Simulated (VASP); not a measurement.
# MoH3 in VASP: notebook

Runs on MoH3. Level: PBE. Tasks: single point, relaxation of cell and atoms.

Everything below comes from runs of VASP 6.6.1. Logs are shortened: lines on timing, memory, paths and dates and some standing lists are left out, and cuts for length are marked.

## 1. The cell of the first run

The typed cell holds 4 atoms: a = 2.904 Å, b = 2.904 Å, c = 2.913 Å, α = 90.00°, β = 90.00°, γ = 90.00°.

## 2. Single point, PBE

Input file INCAR:

```
SYSTEM = MoH3
PREC = Accurate ; ENCUT = 520
EDIFF = 1E-6 ; ISMEAR = 0
SIGMA = 0.1 ; LREAL = .False.
LASPH = .True. ; NELM = 80
ALGO = Normal ; ISIF = 2
LWAVE = .False. ; LCHARG = .True.
GGA = PE ; LELF = .True.
LVHAR = .True. ; NBANDS = 16
```

Input file KPOINTS:

```
regular mesh
0
Gamma
  6 6 6
  0 0 0
```

Input file POSCAR:

```
MoH3
1.0
    2.9040950569      0.0000000000      0.0000000000
    0.0000000000      2.9040950569      0.0000000000
    0.0000000000      0.0000000000      2.9125124854
H Mo
3 1
Direct
    0.0000000000      0.5000000000      0.5000000000
    0.5000000000      0.0000000000      0.5000000000
    0.5000000000      0.5000000000      0.0000000000
    0.0000000000      0.0000000000      0.0000000000
```

Potentials or basis: VASP PAW PBE potentials, release 64 (H, Mo_sv).

Started as:

```
> cat potpaw_PBE.64/H/POTCAR potpaw_PBE.64/Mo_sv/POTCAR > POTCAR
> mpirun -np 1 vasp_std > vasp.out
```

OUTCAR:

```text
SYSTEM = MoH3
   PREC = Accurate
   ENCUT = 520
   EDIFF = 1E-6
   ISMEAR = 0
   LREAL = .False.
   LASPH = .True.
   NELM = 80
   ISIF = 2
   GGA = PE

 ion  position               nearest neighbor table
   1  0.000  0.500  0.500-   4 2.06   4 2.06   4 2.06   4 2.06
   2  0.500  0.000  0.500-   4 2.06   4 2.06   4 2.06   4 2.06
   3  0.500  0.500  0.000-   4 2.05   4 2.05   4 2.05   4 2.05
   4  0.000  0.000  0.000-   3 2.05   3 2.05   3 2.05   3 2.05   2 2.06   1 2.06   2 2.06   1 2.06
                             2 2.06   1 2.06   2 2.06   1 2.06

  LATTYP: Found a simple tetragonal cell.
 ALAT       =     2.9040950569
 C/A-ratio  =     1.0028984687

  Lattice vectors:

 A1 = (   2.9040950569,   0.0000000000,   0.0000000000)
 A2 = (   0.0000000000,   2.9040950569,   0.0000000000)
 A3 = (   0.0000000000,   0.0000000000,   2.9125124854)

Analysis of symmetry for initial positions (statically):
=====================================================================
 Subroutine PRICEL returns:
 Original cell was already a primitive cell.

 Routine SETGRP: Setting up the symmetry group for a
 simple tetragonal supercell.

 Subroutine GETGRP returns: Found 16 space group operations
 (whereof 16 operations were pure point group operations)
 out of a pool of 16 trial point group operations.

The static configuration has the point symmetry D_4h.

Analysis of symmetry for dynamics (positions and initial velocities):
=====================================================================
 Subroutine PRICEL returns:
 Original cell was already a primitive cell.

 Routine SETGRP: Setting up the symmetry group for a
 simple tetragonal supercell.

 Subroutine GETGRP returns: Found 16 space group operations
 (whereof 16 operations were pure point group operations)
 out of a pool of 16 trial point group operations.

The dynamic configuration has the point symmetry D_4h.

 Subroutine INISYM returns: Found 16 space group operations
 (whereof 16 operations are pure point group operations),
 and found     1 'primitive' translations

----------------------------------------------------------------------------------------

                                     Primitive cell

  volume of cell :      24.5635

  direct lattice vectors                    reciprocal lattice vectors
     2.904095057  0.000000000  0.000000000     0.344341346  0.000000000  0.000000000
     0.000000000  2.904095057  0.000000000     0.000000000  0.344341346  0.000000000
     0.000000000  0.000000000  2.912512485     0.000000000  0.000000000  0.343346168

  length of vectors
     2.904095057  2.904095057  2.912512485     0.344341346  0.344341346  0.343346168

  position of ions in fractional coordinates (direct lattice)
     0.000000000  0.500000000  0.500000000
     0.500000000  0.000000000  0.500000000
     0.500000000  0.500000000  0.000000000
     0.000000000  0.000000000  0.000000000

  ion indices of the primitive-cell ions
   primitive index   ion index
                 1           1
                 2           2
                 3           3
                 4           4

----------------------------------------------------------------------------------------

 KPOINTS: regular mesh

Automatic generation of k-mesh.
 Grid dimensions read from file:
 generate k-points for:    6    6    6

 Generating k-lattice:

  Cartesian coordinates                     Fractional coordinates (reciprocal lattice)
     0.057390224  0.000000000  0.000000000     0.166666667  0.000000000  0.000000000
     0.000000000  0.057390224  0.000000000     0.000000000  0.166666667  0.000000000
     0.000000000  0.000000000  0.057224361     0.000000000  0.000000000  0.166666667

  Length of vectors
     0.057390224  0.057390224  0.057224361

  Shift w.r.t. Gamma in fractional coordinates (k-lattice)
     0.000000000  0.000000000  0.000000000

 Subroutine IBZKPT returns following result:
 ===========================================

 Found     40 irreducible k-points:

 Following reciprocal coordinates:
            Coordinates               Weight
  0.000000  0.000000  0.000000      1.000000
  0.166667  0.000000  0.000000      4.000000
  0.333333  0.000000  0.000000      4.000000
  0.500000  0.000000  0.000000      2.000000
  0.166667  0.166667  0.000000      4.000000
  0.333333  0.166667  0.000000      8.000000
[... 16 lines left out ...]
  0.333333  0.000000  0.333333      8.000000
  0.500000  0.000000  0.333333      4.000000
 [... further k-points ...]
   k-points           NKPTS =     40   k-points in BZ     NKDIM =     40   number of bands    NBANDS=     16
   number of dos      NEDOS =    301   number of ions     NIONS =      4
   total plane-waves  NPLWV =  13824
   dimension x,y,z NGX =    24 NGY =   24 NGZ =   24
   dimension x,y,z NGXF=    48 NGYF=   48 NGZF=   48
   ions per type =               3   1
   NGX,Y,Z   is equivalent  to a cutoff of  13.74, 13.74, 13.70 a.u.
   NGXF,Y,Z  is equivalent  to a cutoff of  27.48, 27.48, 27.40 a.u.
 SYSTEM =  MoH3
   PREC   = accura    normal or accurate (medium, high low for compatibility)
   ISTART =      0    job   : 0-new  1-cont  2-samecut
   ICHARG =      2    charge: 1-file 2-atom 10-const
   ISPIN  =      1    spin polarized calculation?
   LNONCOLLINEAR =      F non collinear calculations
   LSORBIT =      F    spin-orbit coupling
   LASPH  =      T    aspherical Exc in radial PAW
   ENCUT  =  520.0 eV  38.22 Ry    6.18 a.u.   5.40  5.40  5.42*2*pi/ulx,y,z
   NELM   =     80;   NELMIN=  2; NELMDL= -5     # of ELM steps
   EDIFF  = 0.1E-05   stopping-criterion for ELM
   LREAL  =      F    real-space projection
   EDIFFG = 0.1E-04   stopping-criterion for IOM
   NSW    =      0    number of steps for IOM
   IBRION =     -1    ionic relax: 0-MD 1-quasi-New 2-CG
   NFREE  =      0    steps in history (QN), initial steepest desc. (CG)
   ISIF   =      2    stress and relaxation
   ISYM   =      2    0-nonsym 1-usesym 2-fastsym
   POTIM  = 0.5000    time-step for ionic-motion
   TEBEG  =    0.0;   TEEND  =   0.0 temperature during run
   PSTRESS=    0.0 pullay stress
   NELECT =      17.0000    total number of electrons
   NUPDOWN=      -1.0000    fix difference up-down
   EMIN   =  10.00;   EMAX   =-10.00  energy-range for DOS
   EFERMI =   0.00;   METHOD = LEGACY
   ISMEAR =     0;   SIGMA  =   0.10  broadening in eV -4-tet -1-fermi 0-gaus
   EFERMI_NEDOS =   21; number of points for ismear=-14 and -15
   IALGO  =     38    algorithm
   IMIX   =      4    mixing-type and parameters
     AMIX     =   0.40;   BMIX     =  1.00
     AMIX_MAG =   1.60;   BMIX_MAG =  1.00
  volume/ion in A,a.u.               =       6.14        41.44
  Fermi-wavevector in a.u.,A,eV,Ry     =   1.448087  2.736488 28.530818  2.096956
  Thomas-Fermi vector in A             =   2.565968
   LORBIT       =      0    0 simple, 1 ext, 2 COOP (PROOUT), +10 PAW based schemes
   GGA     = PE    functional components
   LHFCALC =     F    Hartree Fock is set to
   AEXX    =    0.0000 exact exchange contribution
   IVDW    =     0    specifies the selected vdW correction
   LEPSILON=     F    determine dielectric tensor
   LRPA    =     F    only Hartree local field effects (RPA)
 non-spin polarized calculation
 Gauss-broadening in eV      SIGMA  =   0.10
  energy-cutoff  :      520.00
  volume of cell :       24.56
 maximum number of plane-waves:       691
 NGX is ok and might be reduce to    24
   NGX = 11   NGY = 11   NGZ = 11

 number of electron      16.9999998 magnetization

 Free energy of the ion-electron system (eV)
  ---------------------------------------------------
  ext. energy  EPLUGINS =         0.00000000
  ---------------------------------------------------
  free energy    TOTEN  =       -19.74455046 eV

  energy without entropy =      -19.72715548  energy(sigma->0) =      -19.73585297

 E-fermi :   9.2509     XC(G=0): -12.3742

 val. band max:        9.2169130743   @ k =   0.3333   0.1667   0.3333
 cond. band min:       9.2863678714   @ k =   0.3333   0.3333   0.0000
 fundamental gap:      0.0694547970
 Fermi energy:         9.2508634166

 k-point     1 :       0.0000    0.0000    0.0000
  band No.  band energies     occupation
      1     -52.1183      2.00000
      2     -25.9544      2.00000
      3     -25.9460      2.00000
      4     -25.9460      2.00000
      5      -2.7297      2.00000
      6       3.6286      2.00000
[... 8 lines left out ...]
     15      18.1702      0.00000
     16      23.8923      0.00000

 k-point     2 :       0.1667    0.0000    0.0000
  band No.  band energies     occupation
      1     -52.1033      2.00000
      2     -26.1082      2.00000
      3     -25.9407      2.00000
      4     -25.9323      2.00000
      5      -2.1541      2.00000
      6       3.7641      2.00000
[... 8 lines left out ...]
     15      19.3997      0.00000
     16      26.5012      0.00000

 k-point     3 :       0.3333    0.0000    0.0000
  band No.  band energies     occupation
      1     -52.0732      2.00000
      2     -26.4220      2.00000
      3     -25.9131      2.00000
      4     -25.9048      2.00000
      5      -0.6296      2.00000
      6       3.2250      2.00000
[... 8 lines left out ...]
     15      21.7486      0.00000
     16      26.3364      0.00000

 k-point     4 :       0.5000    0.0000    0.0000
  band No.  band energies     occupation
      1     -52.0580      2.00000
      2     -26.5741      2.00000
      3     -25.8993      2.00000
      4     -25.8910      2.00000
      5       1.2668      2.00000
      6       1.5601      2.00000
[... 8 lines left out ...]
     15      23.1983      0.00000
     16      23.2772      0.00000

 k-point     5 :       0.1667    0.1667    0.0000
  band No.  band energies     occupation
      1     -52.0885      2.00000
      2     -26.1011      2.00000
      3     -26.0820      2.00000
      4     -25.9271      2.00000
      5      -1.6150      2.00000
      6       4.1013      2.00000
[... 8 lines left out ...]
     15      21.4187      0.00000
     16      27.6250      0.00000

 k-point     6 :       0.3333    0.1667    0.0000
  band No.  band energies     occupation
      1     -52.0586      2.00000
      2     -26.4003      2.00000
      3     -26.0579      2.00000
      4     -25.8999      2.00000
      5      -0.2073      2.00000
      6       3.4710      2.00000
[... 8 lines left out ...]
     15      23.8225      0.00000
     16      24.8420      0.00000

 k-point     7 :       0.5000    0.1667    0.0000
  band No.  band energies     occupation
      1     -52.0436      2.00000
      2     -26.5497      2.00000
      3     -26.0414      2.00000
      4     -25.8863      2.00000
      5       1.4563      2.00000
      6       1.9072      2.00000
[... 8 lines left out ...]
     15      24.9099      0.00000
     16      26.2154      0.00000

 k-point     8 :       0.3333    0.3333    0.0000
  band No.  band energies     occupation
      1     -52.0294      2.00000
      2     -26.3650      2.00000
      3     -26.3467      2.00000
      4     -25.8734      2.00000
      5       0.6666      2.00000
      6       3.7651      2.00000
[... 8 lines left out ...]
     15      23.4425      0.00000
     16      24.5859      0.00000

 k-point     9 :       0.5000    0.3333    0.0000
  band No.  band energies     occupation
      1     -52.0148      2.00000
      2     -26.5004      2.00000
      3     -26.3336      2.00000
      4     -25.8601      2.00000
      5       1.1326      2.00000
      6       3.5133      2.00000
[... 8 lines left out ...]
     15      24.3112      0.00000
     16      24.7084      0.00000
[... 172 lines left out ...]
 k-point    19 :       0.5000    0.3333    0.1667
  band No.  band energies     occupation
      1     -52.0013      2.00000
      2     -26.4780      2.00000
      3     -26.3139      2.00000
      4     -25.9989      2.00000
      5       1.3199      2.00000
      6       3.4180      2.00000
[... 8 lines left out ...]
     15      22.3584      0.00000
     16      22.7754      0.00000

 k-point    20 :       0.5000    0.5000    0.1667
  band No.  band energies     occupation
      1     -51.9869      2.00000
      2     -26.4536      2.00000
      3     -26.4536      2.00000
      4     -25.9834      2.00000
      5       1.1523      2.00000
      6       3.9402      2.00000
[... 8 lines left out ...]
     15      20.9034      0.00000
     16      20.9034      0.00000

 k-point    21 :       0.0000    0.0000    0.3333
  band No.  band energies     occupation
      1     -52.0746      2.00000
      2     -26.4192      2.00000
      3     -25.9060      2.00000
      4     -25.9060      2.00000
      5      -0.6415      2.00000
      6       3.1873      2.00000
[... 8 lines left out ...]
     15      21.7335      0.00000
     16      26.2884      0.00000

 k-point    22 :       0.1667    0.0000    0.3333
  band No.  band energies     occupation
      1     -52.0601      2.00000
      2     -26.3975      2.00000
      3     -26.0593      2.00000
      4     -25.8928      2.00000
      5      -0.2171      2.00000
      6       3.4412      2.00000
[... 8 lines left out ...]
     15      23.7931      0.00000
     16      24.8228      0.00000

 k-point    23 :       0.3333    0.0000    0.3333
  band No.  band energies     occupation
      1     -52.0309      2.00000
      2     -26.3646      2.00000
      3     -26.3461      2.00000
      4     -25.8663      2.00000
      5       0.6649      2.00000
      6       3.7674      2.00000
[... 8 lines left out ...]
     15      23.4417      0.00000
     16      24.6480      0.00000

 k-point    24 :       0.5000    0.0000    0.3333
  band No.  band energies     occupation
      1     -52.0162      2.00000
      2     -26.5023      2.00000
      3     -26.3310      2.00000
      4     -25.8530      2.00000
      5       1.1417      2.00000
      6       3.5049      2.00000
[... 8 lines left out ...]
     15      24.2947      0.00000
     16      24.7329      0.00000

 [... further k-points ...]
[... 5 lines left out ...]
  --------------------------------------------------------------------------------------
  -------------------------------------------------------------------------------------
  Total        0.0151513      0.0151513     -0.0439015      0.0000000      0.0000000      0.0000000
  in kB        0.9882571      0.9882571     -2.8635188      0.0000000      0.0000000      0.0000000
  external PRESSURE =      -0.2956682 kB  Pullay stress =       0.0000000 kB

 VOLUME and BASIS-vectors are now :
 -----------------------------------------------------------------------------
  energy-cutoff  :      520.00
  volume of cell :       24.56
      direct lattice vectors                 reciprocal lattice vectors
     2.904095057  0.000000000  0.000000000     0.344341346  0.000000000  0.000000000
     0.000000000  2.904095057  0.000000000     0.000000000  0.344341346  0.000000000
     0.000000000  0.000000000  2.912512485     0.000000000  0.000000000  0.343346168

 POSITION                                       TOTAL-FORCE (eV/Angst)
 -----------------------------------------------------------------------------------
      0.00000      1.45205      1.45626         0.000000      0.000000      0.000000
      1.45205      0.00000      1.45626         0.000000      0.000000      0.000000
      1.45205      1.45205      0.00000         0.000000      0.000000      0.000000
      0.00000      0.00000      0.00000         0.000000      0.000000      0.000000
 -----------------------------------------------------------------------------------
    total drift:                               -0.000000      0.000000      0.000000

  FREE ENERGIE OF THE ION-ELECTRON SYSTEM (eV)
  ---------------------------------------------------
  free  energy   TOTEN  =       -19.7445504624 eV

  energy  without entropy=      -19.7271554804  energy(sigma->0) =      -19.73585297
```

It took 10 s on 1 thread of Intel Xeon Platinum 8124M at 3.00GHz (Skylake/Cascade Lake), shared host; peak memory 0.14 GiB.

Results:

```yaml
Free_energy: -19.7446 eV
Pressure: 0.0 GPa
```

Levels at points of the mesh, in eV from the Fermi level:
| k point | band 7 | band 8 | band 9 | band 10 | band 11 | band 12 |
| --- | --- | --- | --- | --- | --- | --- |
| (0.00, 0.00, 0.00) | -5.59 | 1.57 | 1.57 | 1.59 | 5.94 | 5.97 |
| (0.50, 0.00, 0.00) | -3.34 | -0.93 | -0.90 | 0.42 | 1.80 | 3.94 |
| (0.50, 0.50, 0.00) | -4.17 | -3.21 | -0.39 | -0.39 | 3.13 | 7.09 |
| (0.00, 0.00, 0.50) | -3.35 | -0.89 | -0.89 | 0.45 | 1.81 | 3.89 |
| (0.50, 0.00, 0.50) | -4.19 | -3.23 | -0.37 | -0.35 | 3.10 | 7.05 |
| (0.50, 0.50, 0.50) | -7.22 | 3.27 | 3.30 | 3.79 | 6.03 | 6.05 |

Caveat: the k points lie up to 0.36 Å⁻¹ apart.

[end of part 1 of 3]
